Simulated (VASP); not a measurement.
# Ni (I4/mmm) in VASP: notebook

The runs below take Ni through single point, with PBE.

Everything below comes from runs of VASP 6.6.1. Logs are shortened: lines on timing, memory, paths and dates and some standing lists are left out, and cuts for length are marked.

## Step 1: The cell of the first run

Symmetry: I4/mmm, No. 139, tetragonal system. The conventional cell has a = 2.425 Å, b = 2.425 Å, c = 3.589 Å, α = 90.00°, β = 90.00°, γ = 90.00°. Ni (site symmetry 4/mmm) has 12 Ni at 2.43 to 2.48 Å within 3.2 Å.

## Step 2: Single point, PBE, collinear spin, ferromagnetic start (strain -0.030 along x and y, +0.015 along z)

Contents of INCAR:

```
SYSTEM = Ni
  ALGO = Normal
  EDIFF = 1E-6
  ENCUT = 520
  GGA = PE
  ISIF = 2
  ISMEAR = 0
  ISPIN = 2
  LASPH = .TRUE.
  LCHARG = .FALSE.
  LMAXMIX = 4
  LORBIT = 11
  LREAL = .FALSE.
  LWAVE = .FALSE.
  MAGMOM = 0.81
  NBANDS = 15
  NELM = 150
  PREC = Accurate
  SIGMA = 0.15
```

Contents of KPOINTS:

```
k-points
0
G
  22 22 22
  0 0 0
```

Contents of POSCAR:

```
Ni
1.0
    0.0000000000      1.7149115000      1.7944692500
    1.7149115000      0.0000000000      1.7944692500
    1.7149115000      1.7149115000      0.0000000000
Ni
1
Direct
    0.0000000000      0.0000000000      0.0000000000
```

Potentials or basis: VASP PAW PBE potentials, release 64 (Ni).

Launch:

```
$ cat potpaw_PBE.64/Ni/POTCAR > POTCAR
$ mpirun -np 1 vasp_std > vasp.out
```

OUTCAR:

```text
SYSTEM = Ni
   EDIFF = 1E-6
   ENCUT = 520
   GGA = PE
   ISIF = 2
   ISMEAR = 0
   ISPIN = 2
   LASPH = .TRUE.
   LORBIT = 11
   LREAL = .FALSE.
   NELM = 150
   PREC = Accurate

 ion  position               nearest neighbor table
   1  0.000  0.000  0.000-

  LATTYP: Found a body centered tetragonal cell.
 ALAT       =     2.4252511016
 C/A-ratio  =     1.4798214081

  Lattice vectors:

 A1 = (  -1.7149115000,   0.0000000000,   1.7944692500)
 A2 = (   1.7149115000,   0.0000000000,   1.7944692500)
 A3 = (   0.0000000000,   1.7149115000,  -1.7944692500)

Analysis of symmetry for initial positions (statically):
=====================================================================
 Subroutine PRICEL returns:
 Original cell was already a primitive cell.

 Routine SETGRP: Setting up the symmetry group for a
 body centered tetragonal supercell.

 Subroutine GETGRP returns: Found 16 space group operations
 (whereof 16 operations were pure point group operations)
 out of a pool of 16 trial point group operations.

The static configuration has the point symmetry D_4h.

Analysis of symmetry for dynamics (positions and initial velocities):
=====================================================================
 Subroutine PRICEL returns:
 Original cell was already a primitive cell.

 Routine SETGRP: Setting up the symmetry group for a
 body centered tetragonal supercell.

 Subroutine GETGRP returns: Found 16 space group operations
 (whereof 16 operations were pure point group operations)
 out of a pool of 16 trial point group operations.

The dynamic configuration has the point symmetry D_4h.

Analysis of structural, dynamic, and magnetic symmetry:
=====================================================================
 Subroutine PRICEL returns:
 Original cell was already a primitive cell.

 Routine SETGRP: Setting up the symmetry group for a
 body centered tetragonal supercell.

 Subroutine GETGRP returns: Found 16 space group operations
 (whereof 16 operations were pure point group operations)
 out of a pool of 16 trial point group operations.

The overall configuration has the point symmetry D_4h.

 Subroutine INISYM returns: Found 16 space group operations
 (whereof 16 operations are pure point group operations),
 and found     1 'primitive' translations

----------------------------------------------------------------------------------------

                                     Primitive cell

  volume of cell :      10.5548

  direct lattice vectors                    reciprocal lattice vectors
     0.000000000  1.714911500  1.794469250    -0.291560235  0.291560235  0.278633919
     1.714911500  0.000000000  1.794469250     0.291560235 -0.291560235  0.278633919
     1.714911500  1.714911500  0.000000000     0.291560235  0.291560235 -0.278633919

  length of vectors
     2.482144505  2.482144505  2.425251102     0.497646061  0.497646061  0.497646061

  position of ions in fractional coordinates (direct lattice)
     0.000000000  0.000000000  0.000000000

  ion indices of the primitive-cell ions
   primitive index   ion index
                 1           1

----------------------------------------------------------------------------------------

 KPOINTS: k-points

Automatic generation of k-mesh.
 Grid dimensions read from file:
 generate k-points for:   22   22   22

 Generating k-lattice:

  Cartesian coordinates                     Fractional coordinates (reciprocal lattice)
    -0.013252738  0.013252738  0.012665178     0.045454545  0.000000000  0.000000000
     0.013252738 -0.013252738  0.012665178     0.000000000  0.045454545  0.000000000
     0.013252738  0.013252738 -0.012665178    -0.000000000 -0.000000000  0.045454545

  Length of vectors
     0.022620276  0.022620276  0.022620276

  Shift w.r.t. Gamma in fractional coordinates (k-lattice)
     0.000000000  0.000000000  0.000000000

 Subroutine IBZKPT returns following result:
 ===========================================

 Found    834 irreducible k-points:

 Following reciprocal coordinates:
            Coordinates               Weight
  0.000000  0.000000  0.000000      1.000000
  0.045455  0.000000  0.000000      8.000000
  0.090909  0.000000  0.000000      8.000000
  0.136364  0.000000  0.000000      8.000000
  0.181818  0.000000  0.000000      8.000000
  0.227273  0.000000  0.000000      8.000000
[... 16 lines left out ...]
  0.500000  0.045455  0.000000      8.000000
 -0.454545  0.045455  0.000000      8.000000
 [... further k-points ...]
   k-points           NKPTS =    834   k-points in BZ     NKDIM =    834   number of bands    NBANDS=     15
   number of dos      NEDOS =    301   number of ions     NIONS =      1
   total plane-waves  NPLWV =   5832
   dimension x,y,z NGX =    18 NGY =   18 NGZ =   18
   dimension x,y,z NGXF=    36 NGYF=   36 NGZF=   36
   ions per type =               1
   NGX,Y,Z   is equivalent  to a cutoff of  12.06, 12.06, 12.34 a.u.
   NGXF,Y,Z  is equivalent  to a cutoff of  24.11, 24.11, 24.68 a.u.
 SYSTEM =  Ni
   PREC   = accura    normal or accurate (medium, high low for compatibility)
   ISTART =      0    job   : 0-new  1-cont  2-samecut
   ICHARG =      2    charge: 1-file 2-atom 10-const
   ISPIN  =      2    spin polarized calculation?
   LNONCOLLINEAR =      F non collinear calculations
   LSORBIT =      F    spin-orbit coupling
   LASPH  =      T    aspherical Exc in radial PAW
   ENCUT  =  520.0 eV  38.22 Ry    6.18 a.u.   4.62  4.62  4.51*2*pi/ulx,y,z
   NELM   =    150;   NELMIN=  2; NELMDL= -5     # of ELM steps
   EDIFF  = 0.1E-05   stopping-criterion for ELM
   LREAL  =      F    real-space projection
   EDIFFG = 0.1E-04   stopping-criterion for IOM
   NSW    =      0    number of steps for IOM
   IBRION =     -1    ionic relax: 0-MD 1-quasi-New 2-CG
   NFREE  =      0    steps in history (QN), initial steepest desc. (CG)
   ISIF   =      2    stress and relaxation
   ISYM   =      2    0-nonsym 1-usesym 2-fastsym
   POTIM  = 0.5000    time-step for ionic-motion
   TEBEG  =    0.0;   TEEND  =   0.0 temperature during run
   PSTRESS=    0.0 pullay stress
   NELECT =      10.0000    total number of electrons
   NUPDOWN=      -1.0000    fix difference up-down
   EMIN   =  10.00;   EMAX   =-10.00  energy-range for DOS
   EFERMI =   0.00;   METHOD = LEGACY
   ISMEAR =     0;   SIGMA  =   0.15  broadening in eV -4-tet -1-fermi 0-gaus
   EFERMI_NEDOS =   21; number of points for ismear=-14 and -15
   IALGO  =     38    algorithm
   IMIX   =      4    mixing-type and parameters
     AMIX     =   0.40;   BMIX     =  1.00
     AMIX_MAG =   1.60;   BMIX_MAG =  1.00
  volume/ion in A,a.u.               =      10.55        71.23
  Fermi-wavevector in a.u.,A,eV,Ry     =   1.607897  3.038486 35.175608  2.585334
  Thomas-Fermi vector in A             =   2.703853
   LORBIT       =     11    0 simple, 1 ext, 2 COOP (PROOUT), +10 PAW based schemes
   GGA     = PE    functional components
   LHFCALC =     F    Hartree Fock is set to
   AEXX    =    0.0000 exact exchange contribution
   IVDW    =     0    specifies the selected vdW correction
   LEPSILON=     F    determine dielectric tensor
   LRPA    =     F    only Hartree local field effects (RPA)
 spin polarized calculation
 Gauss-broadening in eV      SIGMA  =   0.15
  energy-cutoff  :      520.00
  volume of cell :       10.55
 maximum number of plane-waves:       297
   NGX =  9   NGY =  9   NGZ =  9

 number of electron      10.0000000 magnetization       0.8100000

 number of electron       9.9999995 magnetization       0.6207762

 Free energy of the ion-electron system (eV)
  ---------------------------------------------------
  ext. energy  EPLUGINS =         0.00000000
  ---------------------------------------------------
  free energy    TOTEN  =        -5.46700780 eV

  energy without entropy =       -5.44770932  energy(sigma->0) =       -5.45735856

 E-fermi :   9.8062     XC(G=0): -13.4352

 val. band max:        9.8052871358   @ k =   0.3636   0.3182   0.0000
 cond. band min:       9.8080619678   @ k =   0.4545   0.0455   0.4091
 fundamental gap:      0.0027748320
 Fermi energy:         9.8061671661

 spin component 1

 k-point     1 :       0.0000    0.0000    0.0000
  band No.  band energies     occupation
      1       0.5887      1.00000
      2       7.1156      1.00000
      3       7.4108      1.00000
      4       7.4108      1.00000
      5       8.3616      1.00000
      6       8.6830      1.00000
      7      33.8357      0.00000
      8      37.5364      0.00000
      9      38.0878      0.00000
     10      38.0878      0.00000
     11      40.8712      0.00000
     12      40.8712      0.00000
     13      41.1627      0.00000
     14      43.7010      0.00000
[... 401 lines left out ...]
      2       7.1507      1.00000
      3       7.5045      1.00000
      4       8.6926      1.00000
      5       9.1313      1.00000
      6       9.9792      0.05136
      7      15.9377      0.00000
      8      31.1099      0.00000
      9      34.2720      0.00000
     10      35.5778      0.00000
     11      38.3152      0.00000
     12      38.9766      0.00000
     13      44.7043      0.00000
     14      55.0247      0.00000
     15      55.7192      0.00000

 [... further k-points ...]

 spin component 2

 k-point     1 :       0.0000    0.0000    0.0000
  band No.  band energies     occupation
      1       0.5580      1.00000
      2       7.8589      1.00000
      3       8.1526      1.00000
      4       8.1526      1.00000
      5       8.9492      1.00000
      6       9.2651      1.00000
      7      33.6816      0.00000
      8      37.4876      0.00000
      9      38.0828      0.00000
     10      38.0828      0.00000
     11      40.9641      0.00000
     12      40.9641      0.00000
     13      41.2912      0.00000
     14      43.5847      0.00000
[... 401 lines left out ...]
      2       7.7596      1.00000
      3       8.1112      1.00000
      4       8.9784      1.00000
      5       9.8772      0.25161
      6      10.4212      0.00000
      7      16.3389      0.00000
      8      31.0647      0.00000
      9      34.2867      0.00000
     10      35.6572      0.00000
     11      38.3588      0.00000
     12      39.0195      0.00000
     13      44.8299      0.00000
     14      55.8046      0.00000
     15      55.8443      0.00000

 [... further k-points ...]

------------------------ aborting loop because EDIFF is reached ----------------------------------------

  FORCE on cell =-STRESS in cart. coord.  units (eV):
  Direction    XX          YY          ZZ          XY          YZ          ZX
  --------------------------------------------------------------------------------------
  -------------------------------------------------------------------------------------
  Total        0.5897542      0.5897542      0.1674177      0.0000000      0.0000000     -0.0000000
  in kB       89.5224980     89.5224980     25.4133815      0.0000000      0.0000000     -0.0000000
  external PRESSURE =      68.1527925 kB  Pullay stress =       0.0000000 kB

 VOLUME and BASIS-vectors are now :
 -----------------------------------------------------------------------------
  energy-cutoff  :      520.00
  volume of cell :       10.55
      direct lattice vectors                 reciprocal lattice vectors
     0.000000000  1.714911500  1.794469250    -0.291560235  0.291560235  0.278633919
     1.714911500  0.000000000  1.794469250     0.291560235 -0.291560235  0.278633919
     1.714911500  1.714911500  0.000000000     0.291560235  0.291560235 -0.278633919

 POSITION                                       TOTAL-FORCE (eV/Angst)
 -----------------------------------------------------------------------------------
      0.00000      0.00000      0.00000         0.000000     -0.000000      0.000000
 -----------------------------------------------------------------------------------
    total drift:                                0.000000     -0.000000     -0.000000

  FREE ENERGIE OF THE ION-ELECTRON SYSTEM (eV)
  ---------------------------------------------------
  free  energy   TOTEN  =        -5.4670077952 eV

  energy  without entropy=       -5.4477093202  energy(sigma->0) =       -5.45735856

 total charge

# of ion       s       p       d       tot
------------------------------------------
    1        0.511   0.525   8.330   9.366

 magnetization (x)

# of ion       s       p       d       tot
------------------------------------------
    1       -0.006  -0.025   0.661   0.630
```

Run time: 3.8 min. Hardware: 1 thread of Intel Xeon Platinum 8259CL at 2.50GHz (Skylake/Cascade Lake), shared host; peak memory 0.29 GiB.

Results:

- Free energy: -5.4670 eV
- Pressure: 6.8 GPa
- Net moment: 0.62 μB per cell
- Site moments: Ni +0.63 μB
- Valence electrons inside the program's atomic spheres: Ni 9.37

Caveat: the cell differs from its parent crystal (strain -0.030 along x and y, +0.015 along z); the cell stands under pressure.

(Continued in part 2 of 2.)
